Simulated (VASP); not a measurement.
# TaBiO (P4/mmm) in VASP: further runs

TaBiO is run at these levels: PBE; tasks: single point, relaxation of cell and atoms.

Everything below comes from runs of VASP 6.6.1. Logs are shortened: lines on timing, memory, paths and dates and some standing lists are left out, and cuts for length are marked.

## (1) The cell of the first run

It takes space group P4/mmm (No. 123, tetragonal). The conventional cell has a = 3.031 Å, b = 3.031 Å, c = 6.163 Å, α = 90.00°, β = 90.00°, γ = 90.00°. Ta (site symmetry 4/mmm) has 4 O at 2.14 Å within 2.8 Å. Bi (site symmetry 4/mmm) has 4 Bi at 3.03 Å and 2 O at 3.08 Å and 8 Ta at 3.75 Å within 4.0 Å. Within 2.8 Å of O (site symmetry 4/mmm) lie 4 Ta at 2.14 Å.

The cell was generated, and may not be a known phase.

## (2) Single point, PBE

INCAR reads:

```
PREC = Accurate ; ENCUT = 520
EDIFF = 1E-6 ; ISMEAR = 0
SIGMA = 0.1 ; LREAL = F
LASPH = T ; NELM = 80
ALGO = Normal ; ISIF = 2
LWAVE = F ; LCHARG = F
GGA = PE ; NBANDS = 23
```

KPOINTS reads:

```
Automatic mesh
0
Gamma
  16 16 8
```

POSCAR reads:

```
TaBiO
1.0
    3.0313534180      0.0000000000      0.0000000000
    0.0000000000      3.0313534180      0.0000000000
    0.0000000000      0.0000000000      6.1625048387
Ta Bi O
1 1 1
Direct
    0.5000000000      0.5000000000      0.5000000000
    0.0000000000      0.0000000000      0.0000000000
    0.0000000000      0.0000000000      0.5000000000
```

Potentials or basis: VASP PAW PBE potentials, release 64 (Ta_pv, Bi_d, O).

Run with:

```
> cat potpaw_PBE.64/Ta_pv/POTCAR potpaw_PBE.64/Bi_d/POTCAR potpaw_PBE.64/O/POTCAR > POTCAR
> mpirun -np 1 vasp_std > vasp.out
```

OUTCAR:

```text
PREC = Accurate
   ENCUT = 520
   EDIFF = 1E-6
   ISMEAR = 0
   LREAL = F
   LASPH = T
   NELM = 80
   ISIF = 2
   GGA = PE

 ion  position               nearest neighbor table
   1  0.500  0.500  0.500-   3 2.14   3 2.14   3 2.14   3 2.14   2 3.75   2 3.75   2 3.75   2 3.75
                             2 3.75   2 3.75   2 3.75   2 3.75
   2  0.000  0.000  0.000-   1 3.75   1 3.75   1 3.75   1 3.75   1 3.75   1 3.75   1 3.75   1 3.75

   3  0.000  0.000  0.500-   1 2.14   1 2.14   1 2.14   1 2.14

  LATTYP: Found a simple tetragonal cell.
 ALAT       =     3.0313534180
 C/A-ratio  =     2.0329219292

  Lattice vectors:

 A1 = (   3.0313534180,   0.0000000000,   0.0000000000)
 A2 = (   0.0000000000,   3.0313534180,   0.0000000000)
 A3 = (   0.0000000000,   0.0000000000,   6.1625048387)

Analysis of symmetry for initial positions (statically):
=====================================================================
 Subroutine PRICEL returns:
 Original cell was already a primitive cell.

 Routine SETGRP: Setting up the symmetry group for a
 simple tetragonal supercell.

 Subroutine GETGRP returns: Found 16 space group operations
 (whereof 16 operations were pure point group operations)
 out of a pool of 16 trial point group operations.

The static configuration has the point symmetry D_4h.

Analysis of symmetry for dynamics (positions and initial velocities):
=====================================================================
 Subroutine PRICEL returns:
 Original cell was already a primitive cell.

 Routine SETGRP: Setting up the symmetry group for a
 simple tetragonal supercell.

 Subroutine GETGRP returns: Found 16 space group operations
 (whereof 16 operations were pure point group operations)
 out of a pool of 16 trial point group operations.

The dynamic configuration has the point symmetry D_4h.

 Subroutine INISYM returns: Found 16 space group operations
 (whereof 16 operations are pure point group operations),
 and found     1 'primitive' translations

----------------------------------------------------------------------------------------

                                     Primitive cell

  volume of cell :      56.6279

  direct lattice vectors                    reciprocal lattice vectors
     3.031353418  0.000000000  0.000000000     0.329885652  0.000000000  0.000000000
     0.000000000  3.031353418  0.000000000     0.000000000  0.329885652  0.000000000
     0.000000000  0.000000000  6.162504839     0.000000000  0.000000000  0.162271678

  length of vectors
     3.031353418  3.031353418  6.162504839     0.329885652  0.329885652  0.162271678

  position of ions in fractional coordinates (direct lattice)
     0.500000000  0.500000000  0.500000000
     0.000000000  0.000000000  0.000000000
     0.000000000  0.000000000  0.500000000

  ion indices of the primitive-cell ions
   primitive index   ion index
                 1           1
                 2           2
                 3           3

----------------------------------------------------------------------------------------

 KPOINTS: Automatic mesh

Automatic generation of k-mesh.
 Grid dimensions read from file:
 generate k-points for:   16   16    8

 Generating k-lattice:

  Cartesian coordinates                     Fractional coordinates (reciprocal lattice)
     0.020617853  0.000000000  0.000000000     0.062500000  0.000000000  0.000000000
     0.000000000  0.020617853  0.000000000     0.000000000  0.062500000  0.000000000
     0.000000000  0.000000000  0.020283960     0.000000000  0.000000000  0.125000000

  Length of vectors
     0.020617853  0.020617853  0.020283960

  Shift w.r.t. Gamma in fractional coordinates (k-lattice)
     0.000000000  0.000000000  0.000000000

 Subroutine IBZKPT returns following result:
 ===========================================

 Found    225 irreducible k-points:

 Following reciprocal coordinates:
            Coordinates               Weight
  0.000000  0.000000  0.000000      1.000000
  0.062500  0.000000  0.000000      4.000000
  0.125000  0.000000  0.000000      4.000000
  0.187500  0.000000  0.000000      4.000000
  0.250000  0.000000  0.000000      4.000000
  0.312500  0.000000  0.000000      4.000000
[... 16 lines left out ...]
  0.437500  0.125000  0.000000      8.000000
  0.500000  0.125000  0.000000      4.000000
 [... further k-points ...]
   k-points           NKPTS =    225   k-points in BZ     NKDIM =    225   number of bands    NBANDS=     23
   number of dos      NEDOS =    301   number of ions     NIONS =      3
   total plane-waves  NPLWV =  27648
   dimension x,y,z NGX =    24 NGY =   24 NGZ =   48
   dimension x,y,z NGXF=    48 NGYF=   48 NGZF=   96
   ions per type =               1   1   1
   NGX,Y,Z   is equivalent  to a cutoff of  13.16, 13.16, 12.95 a.u.
   NGXF,Y,Z  is equivalent  to a cutoff of  26.32, 26.32, 25.90 a.u.
 SYSTEM =  unknown system
   PREC   = accura    normal or accurate (medium, high low for compatibility)
   ISTART =      0    job   : 0-new  1-cont  2-samecut
   ICHARG =      2    charge: 1-file 2-atom 10-const
   ISPIN  =      1    spin polarized calculation?
   LNONCOLLINEAR =      F non collinear calculations
   LSORBIT =      F    spin-orbit coupling
   LASPH  =      T    aspherical Exc in radial PAW
   ENCUT  =  520.0 eV  38.22 Ry    6.18 a.u.   5.64  5.64 11.46*2*pi/ulx,y,z
   NELM   =     80;   NELMIN=  2; NELMDL= -5     # of ELM steps
   EDIFF  = 0.1E-05   stopping-criterion for ELM
   LREAL  =      F    real-space projection
   EDIFFG = 0.1E-04   stopping-criterion for IOM
   NSW    =      0    number of steps for IOM
   IBRION =     -1    ionic relax: 0-MD 1-quasi-New 2-CG
   NFREE  =      0    steps in history (QN), initial steepest desc. (CG)
   ISIF   =      2    stress and relaxation
   ISYM   =      2    0-nonsym 1-usesym 2-fastsym
   POTIM  = 0.5000    time-step for ionic-motion
   TEBEG  =    0.0;   TEEND  =   0.0 temperature during run
   PSTRESS=    0.0 pullay stress
   NELECT =      32.0000    total number of electrons
   NUPDOWN=      -1.0000    fix difference up-down
   EMIN   =  10.00;   EMAX   =-10.00  energy-range for DOS
   EFERMI =   0.00;   METHOD = LEGACY
   ISMEAR =     0;   SIGMA  =   0.10  broadening in eV -4-tet -1-fermi 0-gaus
   EFERMI_NEDOS =   21; number of points for ismear=-14 and -15
   IALGO  =     38    algorithm
   IMIX   =      4    mixing-type and parameters
     AMIX     =   0.40;   BMIX     =  1.00
     AMIX_MAG =   1.60;   BMIX_MAG =  1.00
  volume/ion in A,a.u.               =      18.88       127.38
  Fermi-wavevector in a.u.,A,eV,Ry     =   1.353468  2.557684 24.924184  1.831876
  Thomas-Fermi vector in A             =   2.480721
   LORBIT       =      0    0 simple, 1 ext, 2 COOP (PROOUT), +10 PAW based schemes
   GGA     = PE    functional components
   LHFCALC =     F    Hartree Fock is set to
   AEXX    =    0.0000 exact exchange contribution
   IVDW    =     0    specifies the selected vdW correction
   LEPSILON=     F    determine dielectric tensor
   LRPA    =     F    only Hartree local field effects (RPA)
 non-spin polarized calculation
 Gauss-broadening in eV      SIGMA  =   0.10
  energy-cutoff  :      520.00
  volume of cell :       56.63
 maximum number of plane-waves:      1552
 NGX is ok and might be reduce to    24
   NGX = 11   NGY = 11   NGZ = 23

 number of electron      32.0000013 magnetization

 Free energy of the ion-electron system (eV)
  ---------------------------------------------------
  ext. energy  EPLUGINS =         0.00000000
  ---------------------------------------------------
  free energy    TOTEN  =       -22.07599174 eV

  energy without entropy =      -22.06611330  energy(sigma->0) =      -22.07105252

 E-fermi :   7.5792     XC(G=0): -11.2170

 val. band max:        7.5760321410   @ k =   0.3125   0.2500   0.1250
 cond. band min:       7.5806897799   @ k =   0.4375   0.0000   0.2500
 fundamental gap:      0.0046576389
 Fermi energy:         7.5791841835

 k-point     1 :       0.0000    0.0000    0.0000
  band No.  band energies     occupation
      1     -28.3317      2.00000
      2     -28.3093      2.00000
      3     -28.3093      2.00000
      4     -15.8919      2.00000
      5     -15.6231      2.00000
      6     -15.3300      2.00000
[... 15 lines left out ...]
     22      12.3887      0.00000
     23      16.8838      0.00000

 k-point     2 :       0.0625    0.0000    0.0000
  band No.  band energies     occupation
      1     -28.3336      2.00000
      2     -28.3297      2.00000
      3     -28.3065      2.00000
      4     -15.8781      2.00000
      5     -15.6158      2.00000
      6     -15.3375      2.00000
[... 15 lines left out ...]
     22      12.4669      0.00000
     23      16.6425      0.00000

 k-point     3 :       0.1250    0.0000    0.0000
  band No.  band energies     occupation
      1     -28.4024      2.00000
      2     -28.3242      2.00000
      3     -28.2984      2.00000
      4     -15.8423      2.00000
      5     -15.5917      2.00000
      6     -15.3589      2.00000
[... 15 lines left out ...]
     22      12.6973      0.00000
     23      15.9533      0.00000

 k-point     4 :       0.1875    0.0000    0.0000
  band No.  band energies     occupation
      1     -28.5035      2.00000
      2     -28.3159      2.00000
      3     -28.2864      2.00000
      4     -15.7988      2.00000
      5     -15.5455      2.00000
      6     -15.3906      2.00000
[... 15 lines left out ...]
     22      13.0666      0.00000
     23      14.8987      0.00000

 k-point     5 :       0.2500    0.0000    0.0000
  band No.  band energies     occupation
      1     -28.6202      2.00000
      2     -28.3060      2.00000
      3     -28.2722      2.00000
      4     -15.7624      2.00000
      5     -15.4762      2.00000
      6     -15.4277      2.00000
[... 434 lines left out ...]
 k-point    22 :       0.3750    0.1250    0.0000
  band No.  band energies     occupation
      1     -28.8076      2.00000
      2     -28.3260      2.00000
      3     -28.2810      2.00000
      4     -15.6437      2.00000
      5     -15.4920      2.00000
      6     -15.4406      2.00000
[... 15 lines left out ...]
     22      12.2382      0.00000
     23      14.2384      0.00000

 k-point    23 :       0.4375    0.1250    0.0000
  band No.  band energies     occupation
      1     -28.8685      2.00000
      2     -28.3165      2.00000
      3     -28.2755      2.00000
      4     -15.6361      2.00000
      5     -15.5124      2.00000
      6     -15.4587      2.00000
[... 15 lines left out ...]
     22      12.8227      0.00000
     23      14.4969      0.00000

 k-point    24 :       0.5000    0.1250    0.0000
  band No.  band energies     occupation
      1     -28.8897      2.00000
      2     -28.3132      2.00000
      3     -28.2736      2.00000
      4     -15.6337      2.00000
      5     -15.5196      2.00000
      6     -15.4651      2.00000
[... 15 lines left out ...]
     22      13.0934      0.00000
     23      14.6144      0.00000

 [... further k-points ...]

------------------------ aborting loop because EDIFF is reached ----------------------------------------

  FORCE on cell =-STRESS in cart. coord.  units (eV):
  Direction    XX          YY          ZZ          XY          YZ          ZX
  --------------------------------------------------------------------------------------
  -------------------------------------------------------------------------------------
  Total        0.0743613      0.0743613     -0.0353476      0.0000000      0.0000000     -0.0000000
  in kB        2.1039107      2.1039107     -1.0000913      0.0000000      0.0000000     -0.0000000
  external PRESSURE =       1.0692434 kB  Pullay stress =       0.0000000 kB

 VOLUME and BASIS-vectors are now :
 -----------------------------------------------------------------------------
  energy-cutoff  :      520.00
  volume of cell :       56.63
      direct lattice vectors                 reciprocal lattice vectors
     3.031353418  0.000000000  0.000000000     0.329885652  0.000000000  0.000000000
     0.000000000  3.031353418  0.000000000     0.000000000  0.329885652  0.000000000
     0.000000000  0.000000000  6.162504839     0.000000000  0.000000000  0.162271678

 POSITION                                       TOTAL-FORCE (eV/Angst)
 -----------------------------------------------------------------------------------
      1.51568      1.51568      3.08125         0.000000      0.000000      0.000000
      0.00000      0.00000      0.00000         0.000000      0.000000      0.000000
      0.00000      0.00000      3.08125         0.000000      0.000000      0.000000
 -----------------------------------------------------------------------------------
    total drift:                                0.000000      0.000000      0.000000

  FREE ENERGIE OF THE ION-ELECTRON SYSTEM (eV)
  ---------------------------------------------------
  free  energy   TOTEN  =       -22.0759917395 eV

  energy  without entropy=      -22.0661133047  energy(sigma->0) =      -22.07105252
```

Run time: 80 s. Hardware: 1 thread of Intel Xeon 6975P-C (Granite Rapids), shared host; peak memory 0.41 GiB.

What came out:

```yaml
Free_energy: -22.0760 eV
Pressure: 0.1 GPa
Band_gap_on_the_k_mesh: zero (bands 16 and 17 overlap by 2.87 eV)
```

Caveat: spin-orbit coupling is left out, which moves the levels of the heavy elements.

## (3) Relaxation of cell and atoms, PBE, collinear spin

This run uses another cell than the first one, of 18.65 Å³/atom.

INCAR reads:

```
ALGO = Normal
EDIFF = 1E-6
EDIFFG = -0.04
ENCUT = 600
GGA = PE
IBRION = 2
ISIF = 3
ISMEAR = 0
ISPIN = 2
LASPH = True
LCHARG = False
LMAXMIX = 4
LORBIT = 11
LREAL = False
LWAVE = False
MAGMOM = 1 0 0
NELM = 150
NSW = 90
PREC = Accurate
SIGMA = 0.1
```

KPOINTS reads:

```
k-points
0
Gamma
  4 4 6
```

POSCAR reads:

```
TaBiO
1.0
    4.2033949800      0.0000000000      0.0000000000
    0.0000000000      4.2033949800      0.0000000000
    0.0000000000      0.0000000000      3.1671227100
Ta Bi O
1 1 1
Direct
    0.5000000000      0.5000000000      0.5000000000
    0.0000000000      0.0000000000      0.0000000000
    0.0000000000      0.0000000000      0.5000000000
```

Potentials or basis: VASP PAW PBE potentials, release 64 (Ta_pv, Bi_d, O).

Run with:

```
> cat potpaw_PBE.64/Ta_pv/POTCAR potpaw_PBE.64/Bi_d/POTCAR potpaw_PBE.64/O/POTCAR > POTCAR
> mpirun -np 1 vasp_std > vasp.out
```

It took 6 min on 1 thread of Intel Xeon 6975P-C (Granite Rapids), shared host; peak memory 0.27 GiB.

Results (log left out):

| Quantity | Value |
| --- | --- |
| Free energy | -21.0712 eV |
| Relaxed volume | 16.70 Å³/atom |
| Relaxed cell | a = 3.115 Å, b = 3.115 Å, c = 5.162 Å, α = 90.00°, β = 90.00°, γ = 90.00° |
| Space group after relaxing (to 0.1 Å) | P4/mmm (No. 123) |
| Pressure after relaxing | 0.2 GPa |
| Band gap on the k mesh | zero (filled and empty bands overlap) |
| Net moment | 0.00 μB per cell |
| Valence electrons inside the program's atomic spheres | Ta 8.67; Bi 12.84; O 5.09 |

Final structure:
```xyz
3
Lattice="3.1151 0.0000 0.0000 0.0000 3.1151 0.0000 0.0000 0.0000 5.1623" Properties=species:S:1:pos:R:3 pbc="T T T"
Ta    1.5576    1.5576    2.5811
Bi    0.0000    0.0000    0.0000
O     0.0000    0.0000    2.5811
```

Levels at points of the mesh, in eV from the Fermi level:
Spin up:
| k point | band 12 | band 13 | band 14 | band 15 | band 16 | band 17 | band 18 | band 19 | band 20 | band 21 |
| --- | --- | --- | --- | --- | --- | --- | --- | --- | --- | --- |
| (0.00, 0.00, 0.00) | -5.99 | -5.99 | -3.61 | -0.38 | 0.38 | 0.79 | 0.79 | 0.96 | 1.37 | 3.88 |
| (0.50, 0.00, 0.00) | -8.13 | -8.11 | -5.93 | 0.12 | 1.24 | 1.40 | 2.19 | 2.23 | 4.07 | 5.66 |
| (0.50, 0.50, 0.00) | -7.11 | -6.67 | -3.04 | -3.04 | -2.04 | -2.04 | -1.16 | 2.75 | 3.58 | 4.76 |
| (0.00, 0.00, 0.50) | -5.95 | -5.16 | -4.95 | -3.62 | 0.14 | 0.14 | 0.96 | 1.36 | 5.32 | 5.32 |
| (0.50, 0.00, 0.50) | -8.07 | -5.74 | -5.19 | -1.16 | -1.04 | 0.91 | 1.23 | 1.47 | 5.90 | 6.06 |
| (0.50, 0.50, 0.50) | -6.90 | -4.67 | -4.67 | -4.00 | -0.18 | 0.70 | 0.70 | 1.52 | 2.19 | 3.41 |
Spin down:
| k point | band 14 | band 15 | band 16 | band 17 | band 18 | band 19 |
| --- | --- | --- | --- | --- | --- | --- |
| (0.00, 0.00, 0.00) | -3.61 | -0.38 | 0.38 | 0.79 | 0.79 | 0.96 |
| (0.50, 0.00, 0.00) | -5.93 | 0.12 | 1.24 | 1.40 | 2.19 | 2.23 |
| (0.50, 0.50, 0.00) | -3.04 | -3.04 | -2.04 | -2.04 | -1.16 | 2.75 |
| (0.00, 0.00, 0.50) | -4.95 | -3.62 | 0.14 | 0.14 | 0.96 | 1.36 |
| (0.50, 0.00, 0.50) | -5.19 | -1.16 | -1.04 | 0.91 | 1.23 | 1.47 |
| (0.50, 0.50, 0.50) | -4.67 | -4.00 | -0.18 | 0.70 | 0.70 | 1.52 |

Caveat: the k points lie up to 0.50 Å⁻¹ apart in the final cell, too coarse for converged energies and pressures of a metal; a cell axis changed by over 15 % at a fixed basis, so the end point is rough; spin-orbit coupling is left out, which moves the levels of the heavy elements.

The gap in the log of VASP goes by the Fermi energy; the results here count the filled bands.